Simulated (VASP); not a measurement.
# Co (Pm-3n) in VASP: a series of runs

Runs on Co. Level: PBEsol. Tasks: single point.

Program: VASP 6.6.1. These are calculated values, not measurements. Logs are shortened: lines on timing, memory, paths and dates and some standing lists are left out, and cuts for length are marked.

### Step 1. The cell of the first run

Symmetry: Pm-3n, No. 223, cubic system. Conventional cell: a = 4.399 Å, b = 4.399 Å, c = 4.399 Å, α = 90.00°, β = 90.00°, γ = 90.00°. Co (site symmetry m-3) has 12 Co at 2.46 Å within 3.2 Å. Within 2.9 Å of Co (site symmetry -4m2) lie 14 Co at 2.20 to 2.69 Å.

### Step 2. Single point, PBEsol, collinear spin, ferromagnetic start

Input file INCAR:

```
SYSTEM = Co
ALGO = Fast ; EDIFF = 1E-6
ENCUT = 520 ; GGA = PS
ISIF = 2 ; ISMEAR = 0
ISPIN = 2 ; LASPH = .TRUE.
LCHARG = .FALSE. ; LMAXMIX = 4
LORBIT = 11 ; LREAL = .FALSE.
LWAVE = .FALSE. ; MAGMOM = 1.84 1.84 1.95 1.95 1.95 1.95 1.95 1.95
NBANDS = 50 ; NELM = 150
PREC = Accurate ; SIGMA = 0.1
```

Input file KPOINTS:

```
k-points
0
G
  4 4 4
  0 0 0
```

Input file POSCAR:

```
Co
1.0
    4.3986079452      0.0000000000      0.0000000000
    0.0000000000      4.3986079452      0.0000000000
    0.0000000000      0.0000000000      4.3986079452
Co
8
Direct
    0.5000000000      0.5000000000      0.5000000000
    0.0000000000      0.0000000000      0.0000000000
    0.2500000000      0.0000000000      0.5000000000
    0.5000000000      0.2500000000      0.0000000000
    0.5000000000      0.7500000000      0.0000000000
    0.7500000000      0.0000000000      0.5000000000
    0.0000000000      0.5000000000      0.7500000000
    0.0000000000      0.5000000000      0.2500000000
```

Potentials or basis: VASP PAW PBE potentials, release 64 (Co).

The run is started by

```console
> cat potpaw_PBE.64/Co/POTCAR > POTCAR
> mpirun -np 1 vasp_std > vasp.out
```

OUTCAR:

```text
SYSTEM = Co
   EDIFF = 1E-6
   ENCUT = 520
   GGA = PS
   ISIF = 2
   ISMEAR = 0
   ISPIN = 2
   LASPH = .TRUE.
   LORBIT = 11
   LREAL = .FALSE.
   NELM = 150
   PREC = Accurate

 ion  position               nearest neighbor table
   1  0.500  0.500  0.500-   3 2.46   4 2.46   5 2.46   6 2.46   7 2.46   8 2.46   4 2.46   5 2.46
                             3 2.46   6 2.46   7 2.46   8 2.46
   2  0.000  0.000  0.000-   3 2.46   4 2.46   5 2.46   6 2.46   7 2.46   8 2.46   3 2.46   6 2.46
                             7 2.46   8 2.46   4 2.46   5 2.46
   3  0.250  0.000  0.500-   6 2.20   6 2.20   1 2.46   2 2.46   1 2.46   2 2.46   8 2.69   5 2.69
                             4 2.69   5 2.69   4 2.69   7 2.69   8 2.69   7 2.69
   4  0.500  0.250  0.000-   5 2.20   5 2.20   1 2.46   1 2.46   2 2.46   2 2.46   8 2.69   3 2.69
                             3 2.69   6 2.69   6 2.69   7 2.69   7 2.69   8 2.69
   5  0.500  0.750  0.000-   4 2.20   4 2.20   1 2.46   1 2.46   2 2.46   2 2.46   8 2.69   3 2.69
                             3 2.69   6 2.69   6 2.69   7 2.69   7 2.69   8 2.69
   6  0.750  0.000  0.500-   3 2.20   3 2.20   1 2.46   2 2.46   1 2.46   2 2.46   8 2.69   4 2.69
                             4 2.69   5 2.69   5 2.69   7 2.69   8 2.69   7 2.69
   7  0.000  0.500  0.750-   8 2.20   8 2.20   1 2.46   2 2.46   2 2.46   1 2.46   3 2.69   4 2.69
                             5 2.69   3 2.69   6 2.69   6 2.69   4 2.69   5 2.69
   8  0.000  0.500  0.250-   7 2.20   7 2.20   1 2.46   2 2.46   2 2.46   1 2.46   3 2.69   4 2.69
                             5 2.69   3 2.69   6 2.69   6 2.69   4 2.69   5 2.69

  LATTYP: Found a simple cubic cell.
 ALAT       =     4.3986079452

  Lattice vectors:

 A1 = (   4.3986079452,   0.0000000000,   0.0000000000)
 A2 = (   0.0000000000,   4.3986079452,   0.0000000000)
 A3 = (   0.0000000000,   0.0000000000,   4.3986079452)

Analysis of symmetry for initial positions (statically):
=====================================================================
 Subroutine PRICEL returns:
 Original cell was already a primitive cell.

 Routine SETGRP: Setting up the symmetry group for a
 simple cubic supercell.

 Subroutine GETGRP returns: Found 48 space group operations
 (whereof 24 operations were pure point group operations)
 out of a pool of 48 trial point group operations.

The static configuration has the point symmetry T_h .
 The point group associated with its full space group is O_h .

Analysis of symmetry for dynamics (positions and initial velocities):
=====================================================================
 Subroutine PRICEL returns:
 Original cell was already a primitive cell.

 Routine SETGRP: Setting up the symmetry group for a
 simple cubic supercell.

 Subroutine GETGRP returns: Found 48 space group operations
 (whereof 24 operations were pure point group operations)
 out of a pool of 48 trial point group operations.

The dynamic configuration has the point symmetry T_h .
 The point group associated with its full space group is O_h .

Analysis of structural, dynamic, and magnetic symmetry:
=====================================================================
 Subroutine PRICEL returns:
 Original cell was already a primitive cell.

 Routine SETGRP: Setting up the symmetry group for a
 simple cubic supercell.

 Subroutine GETGRP returns: Found 48 space group operations
 (whereof 24 operations were pure point group operations)
 out of a pool of 48 trial point group operations.

The overall configuration has the point symmetry T_h .
 The point group associated with its full space group is O_h .

 Subroutine INISYM returns: Found 48 space group operations
 (whereof 24 operations are pure point group operations),
 and found     1 'primitive' translations

----------------------------------------------------------------------------------------

                                     Primitive cell

  volume of cell :      85.1032

  direct lattice vectors                    reciprocal lattice vectors
     4.398607945  0.000000000  0.000000000     0.227344654  0.000000000  0.000000000
     0.000000000  4.398607945  0.000000000     0.000000000  0.227344654  0.000000000
     0.000000000  0.000000000  4.398607945     0.000000000  0.000000000  0.227344654

  length of vectors
     4.398607945  4.398607945  4.398607945     0.227344654  0.227344654  0.227344654

  position of ions in fractional coordinates (direct lattice)
     0.500000000  0.500000000  0.500000000
     0.000000000  0.000000000  0.000000000
     0.250000000  0.000000000  0.500000000
     0.500000000  0.250000000  0.000000000
     0.500000000  0.750000000  0.000000000
     0.750000000  0.000000000  0.500000000
     0.000000000  0.500000000  0.750000000
     0.000000000  0.500000000  0.250000000

  ion indices of the primitive-cell ions
   primitive index   ion index
                 1           1
                 2           2
                 3           3
                 4           4
                 5           5
                 6           6
                 7           7
                 8           8

----------------------------------------------------------------------------------------

 KPOINTS: k-points

Automatic generation of k-mesh.
 Grid dimensions read from file:
 generate k-points for:    4    4    4

 Generating k-lattice:

  Cartesian coordinates                     Fractional coordinates (reciprocal lattice)
     0.056836163  0.000000000  0.000000000     0.250000000  0.000000000  0.000000000
     0.000000000  0.056836163  0.000000000     0.000000000  0.250000000  0.000000000
     0.000000000  0.000000000  0.056836163     0.000000000  0.000000000  0.250000000

  Length of vectors
     0.056836163  0.056836163  0.056836163

  Shift w.r.t. Gamma in fractional coordinates (k-lattice)
     0.000000000  0.000000000  0.000000000

 Subroutine IBZKPT returns following result:
 ===========================================

 Found     10 irreducible k-points:

 Following reciprocal coordinates:
            Coordinates               Weight
  0.000000  0.000000  0.000000      1.000000
  0.250000  0.000000  0.000000      6.000000
  0.500000  0.000000  0.000000      3.000000
  0.250000  0.250000  0.000000     12.000000
  0.500000  0.250000  0.000000     12.000000
  0.500000  0.500000  0.000000      3.000000
  0.250000  0.250000  0.250000      8.000000
  0.500000  0.250000  0.250000     12.000000
  0.500000  0.500000  0.250000      6.000000
  0.500000  0.500000  0.500000      1.000000
   k-points           NKPTS =     10   k-points in BZ     NKDIM =     10   number of bands    NBANDS=     50
   number of dos      NEDOS =    301   number of ions     NIONS =      8
   total plane-waves  NPLWV =  46656
   dimension x,y,z NGX =    36 NGY =   36 NGZ =   36
   dimension x,y,z NGXF=    72 NGYF=   72 NGZF=   72
   ions per type =               8
   NGX,Y,Z   is equivalent  to a cutoff of  13.61, 13.61, 13.61 a.u.
   NGXF,Y,Z  is equivalent  to a cutoff of  27.21, 27.21, 27.21 a.u.
 SYSTEM =  Co
   PREC   = accura    normal or accurate (medium, high low for compatibility)
   ISTART =      0    job   : 0-new  1-cont  2-samecut
   ICHARG =      2    charge: 1-file 2-atom 10-const
   ISPIN  =      2    spin polarized calculation?
   LNONCOLLINEAR =      F non collinear calculations
   LSORBIT =      F    spin-orbit coupling
   LASPH  =      T    aspherical Exc in radial PAW
   ENCUT  =  520.0 eV  38.22 Ry    6.18 a.u.   8.18  8.18  8.18*2*pi/ulx,y,z
   NELM   =    150;   NELMIN=  2; NELMDL= -5     # of ELM steps
   EDIFF  = 0.1E-05   stopping-criterion for ELM
   LREAL  =      F    real-space projection
   EDIFFG = 0.1E-04   stopping-criterion for IOM
   NSW    =      0    number of steps for IOM
   IBRION =     -1    ionic relax: 0-MD 1-quasi-New 2-CG
   NFREE  =      0    steps in history (QN), initial steepest desc. (CG)
   ISIF   =      2    stress and relaxation
   ISYM   =      2    0-nonsym 1-usesym 2-fastsym
   POTIM  = 0.5000    time-step for ionic-motion
   TEBEG  =    0.0;   TEEND  =   0.0 temperature during run
   PSTRESS=    0.0 pullay stress
   NELECT =      72.0000    total number of electrons
   NUPDOWN=      -1.0000    fix difference up-down
   EMIN   =  10.00;   EMAX   =-10.00  energy-range for DOS
   EFERMI =   0.00;   METHOD = LEGACY
   ISMEAR =     0;   SIGMA  =   0.10  broadening in eV -4-tet -1-fermi 0-gaus
   EFERMI_NEDOS =   21; number of points for ismear=-14 and -15
   IALGO  =     68    algorithm
   IMIX   =      4    mixing-type and parameters
     AMIX     =   0.40;   BMIX     =  1.00
     AMIX_MAG =   1.60;   BMIX_MAG =  1.00
  volume/ion in A,a.u.               =      10.64        71.79
  Fermi-wavevector in a.u.,A,eV,Ry     =   1.548355  2.925966 32.618631  2.397402
  Thomas-Fermi vector in A             =   2.653317
   LORBIT       =     11    0 simple, 1 ext, 2 COOP (PROOUT), +10 PAW based schemes
   GGA     = PS    functional components
   LHFCALC =     F    Hartree Fock is set to
   AEXX    =    0.0000 exact exchange contribution
   IVDW    =     0    specifies the selected vdW correction
   LEPSILON=     F    determine dielectric tensor
   LRPA    =     F    only Hartree local field effects (RPA)
 spin polarized calculation
 RMM-DIIS sequential band-by-band and
 Gauss-broadening in eV      SIGMA  =   0.10
  energy-cutoff  :      520.00
  volume of cell :       85.10
 maximum number of plane-waves:      2320
 NGX is ok and might be reduce to    36
   NGX = 17   NGY = 17   NGZ = 17

 number of electron      72.0000071 magnetization      13.3922180

 Free energy of the ion-electron system (eV)
  ---------------------------------------------------
  ext. energy  EPLUGINS =         0.00000000
  ---------------------------------------------------
  free energy    TOTEN  =       -61.02936139 eV

  energy without entropy =      -60.98434733  energy(sigma->0) =      -61.00685436

 E-fermi :  10.6066     XC(G=0): -13.6838

 val. band max:       10.5983078145   @ k =   0.5000   0.2500   0.0000
 cond. band min:      10.6085215437   @ k =   0.5000   0.5000   0.2500
 fundamental gap:      0.0102137293
 Fermi energy:        10.6065860142

 spin component 1

 k-point     1 :       0.0000    0.0000    0.0000
  band No.  band energies     occupation
      1       1.2634      1.00000
      2       5.0807      1.00000
      3       5.0807      1.00000
      4       5.7679      1.00000
      5       5.9153      1.00000
      6       5.9153      1.00000
[... 40 lines left out ...]
     47      13.6898      0.00000
     48      18.9703      0.00000
[... 457 lines left out ...]
     47      10.8146      0.00163
     48      10.8146      0.00163
 Fermi energy:        10.6065860142

 spin component 2

 k-point     1 :       0.0000    0.0000    0.0000
  band No.  band energies     occupation
      1       1.3601      1.00000
      2       6.0214      1.00000
      3       6.0214      1.00000
      4       6.5674      1.00000
      5       7.2925      1.00000
      6       7.2925      1.00000
[... 40 lines left out ...]
     47      14.8220      0.00000
     48      19.6055      0.00000
[... 457 lines left out ...]
     47      12.2791      0.00000
     48      12.2791      0.00000
 [bands above 48 left out]

------------------------ aborting loop because EDIFF is reached ----------------------------------------

  FORCE on cell =-STRESS in cart. coord.  units (eV):
  Direction    XX          YY          ZZ          XY          YZ          ZX
  --------------------------------------------------------------------------------------
  -------------------------------------------------------------------------------------
  Total       -0.4625787     -0.4625787     -0.4625787      0.0000000      0.0000000     -0.0000000
  in kB       -8.7086417     -8.7086417     -8.7086417      0.0000000      0.0000000     -0.0000000
  external PRESSURE =      -8.7086417 kB  Pullay stress =       0.0000000 kB

 VOLUME and BASIS-vectors are now :
 -----------------------------------------------------------------------------
  energy-cutoff  :      520.00
  volume of cell :       85.10
      direct lattice vectors                 reciprocal lattice vectors
     4.398607945  0.000000000  0.000000000     0.227344654  0.000000000  0.000000000
     0.000000000  4.398607945  0.000000000     0.000000000  0.227344654  0.000000000
     0.000000000  0.000000000  4.398607945     0.000000000  0.000000000  0.227344654

 POSITION                                       TOTAL-FORCE (eV/Angst)
 -----------------------------------------------------------------------------------
      2.19930      2.19930      2.19930        -0.000000     -0.000000     -0.000000
      0.00000      0.00000      0.00000        -0.000000     -0.000000     -0.000000
      1.09965      0.00000      2.19930         0.000000     -0.000000      0.000000
      2.19930      1.09965      0.00000        -0.000000      0.000000      0.000000
      2.19930      3.29896      0.00000         0.000000     -0.000000     -0.000000
      3.29896      0.00000      2.19930        -0.000000      0.000000     -0.000000
      0.00000      2.19930      3.29896        -0.000000      0.000000      0.000000
      0.00000      2.19930      1.09965         0.000000      0.000000     -0.000000
 -----------------------------------------------------------------------------------
    total drift:                                0.000000      0.000000     -0.000000

  FREE ENERGIE OF THE ION-ELECTRON SYSTEM (eV)
  ---------------------------------------------------
  free  energy   TOTEN  =       -61.0293613920 eV

  energy  without entropy=      -60.9843473330  energy(sigma->0) =      -61.00685436

 total charge

# of ion       s       p       d       tot
------------------------------------------
    1        0.506   0.559   7.285   8.350
    2        0.506   0.559   7.285   8.350
    3        0.500   0.545   7.282   8.327
    4        0.500   0.545   7.282   8.327
    5        0.500   0.545   7.282   8.327
    6        0.500   0.545   7.282   8.327
    7        0.500   0.545   7.282   8.327
    8        0.500   0.545   7.282   8.327
--------------------------------------------------
tot          4.010   4.390  58.264  66.663

 magnetization (x)

# of ion       s       p       d       tot
------------------------------------------
    1       -0.014  -0.054   1.669   1.601
    2       -0.014  -0.054   1.669   1.601
    3       -0.008  -0.042   1.758   1.708
    4       -0.008  -0.042   1.758   1.708
    5       -0.008  -0.042   1.758   1.708
    6       -0.008  -0.042   1.758   1.708
    7       -0.008  -0.042   1.758   1.708
    8       -0.008  -0.042   1.758   1.708
--------------------------------------------------
tot         -0.076  -0.361  13.888  13.451
```

Wall time 84 s (1 thread of AMD EPYC 9R45 (Zen 5), shared host); peak memory 0.23 GiB.

What came out:

| Quantity | Value |
| --- | --- |
| Free energy | -61.0294 eV |
| Pressure | -0.9 GPa |
| Net moment | 13.39 μB per cell |
| Site moments | Co +1.60, +1.71 (each value once) μB |
| Valence electrons inside the program's atomic spheres | Co 8.35, 8.33 (each value once) |

Levels at points of the mesh, in eV from the Fermi level:
Spin up:
```
           k point  band 40  band 41  band 42  band 43  band 44  band 45
(0.00, 0.00, 0.00)    -0.88    -0.88     1.04     1.04     1.04     2.76
(0.50, 0.00, 0.00)    -0.92    -0.44    -0.44     1.79     1.79     2.46
(0.50, 0.50, 0.00)    -0.98    -0.81    -0.63    -0.63    -0.33     2.19
(0.50, 0.50, 0.50)    -1.12     0.04     0.04     0.04     0.04     0.04
```
Spin down:
```tsv
k point	band 28	band 29	band 30	band 31	band 32	band 33
(0.00, 0.00, 0.00)	-0.09	-0.07	-0.07	-0.07	0.08	0.08
(0.50, 0.00, 0.00)	-0.43	-0.25	-0.25	0.19	0.19	0.50
(0.50, 0.50, 0.00)	-0.37	-0.02	0.20	0.21	0.31	0.31
(0.50, 0.50, 0.50)	-0.21	-0.21	-0.21	0.59	0.59	0.59
```

Caveat: the PAW data sets were made with another functional, which shifts forces and pressure a little.

### Step 3. Single point, PBEsol, collinear spin, ferromagnetic start

This run uses another cell than the first one, of 10.99 Å³/atom.

Input file INCAR:

```
PREC = Accurate ; ENCUT = 520
EDIFF = 1E-6 ; ISMEAR = 0
SIGMA = 0.1 ; LREAL = F
LASPH = T ; NELM = 150
ALGO = Normal ; ISIF = 2
LWAVE = F ; LCHARG = F
ISPIN = 2 ; MAGMOM = 3 3 3 3 3 3 3 3
LORBIT = 11 ; LMAXMIX = 4
GGA = PS ; NBANDS = 50
```

Input file KPOINTS:

```
regular mesh
0
Gamma
  4 4 4
```

Changes to POSCAR since step 2:

```diff
@@ -2,5 +2,5 @@
 1.0
-    4.3986079452      0.0000000000      0.0000000000
-    0.0000000000      4.3986079452      0.0000000000
-    0.0000000000      0.0000000000      4.3986079452
+    4.4463256919      0.0000000000      0.0000000000
+    0.0000000000      4.4463256919      0.0000000000
+    0.0000000000      0.0000000000      4.4463256919
 Co
```

Potentials or basis: VASP PAW PBE potentials, release 64 (Co).

The run is started by

```console
> cat potpaw_PBE.64/Co/POTCAR > POTCAR
> mpirun -np 1 vasp_std > vasp.out
```

Wall time 84 s (1 thread of AMD EPYC 9R45 (Zen 5), shared host); peak memory 0.23 GiB.

Results (log left out):

- Free energy: -60.9515 eV
- Pressure: -7.7 GPa
- Net moment: 13.48 μB per cell
- Site moments: Co +1.62, +1.73 (each value once) μB
- Valence electrons inside the program's atomic spheres: Co 8.29, 8.26 (each value once)

Levels at points of the mesh, in eV from the Fermi level:
Spin up:
| k point | band 39 | band 40 | band 41 | band 42 | band 43 | band 44 | band 45 | band 46 |
| --- | --- | --- | --- | --- | --- | --- | --- | --- |
| (0.00, 0.00, 0.00) | -0.94 | -0.94 | -0.94 | 0.95 | 0.95 | 0.95 | 2.60 | 2.60 |
| (0.50, 0.00, 0.00) | -0.98 | -0.98 | -0.51 | -0.51 | 1.71 | 1.71 | 2.33 | 2.33 |
| (0.50, 0.50, 0.00) | -1.03 | -1.03 | -0.87 | -0.69 | -0.69 | -0.41 | 2.11 | 3.82 |
| (0.50, 0.50, 0.50) | -1.16 | -1.16 | -0.04 | -0.04 | -0.04 | -0.04 | -0.04 | -0.04 |
Spin down:
```
           k point  band 28  band 29  band 30  band 31  band 32  band 33
(0.00, 0.00, 0.00)    -0.08    -0.07    -0.07    -0.07     0.08     0.08
(0.50, 0.00, 0.00)    -0.40    -0.23    -0.23     0.19     0.19     0.48
(0.50, 0.50, 0.00)    -0.36    -0.02     0.19     0.20     0.30     0.30
(0.50, 0.50, 0.50)    -0.19    -0.19    -0.19     0.57     0.57     0.57
```

Caveat: the cell stands under tension; the PAW data sets were made with another functional, which shifts forces and pressure a little.
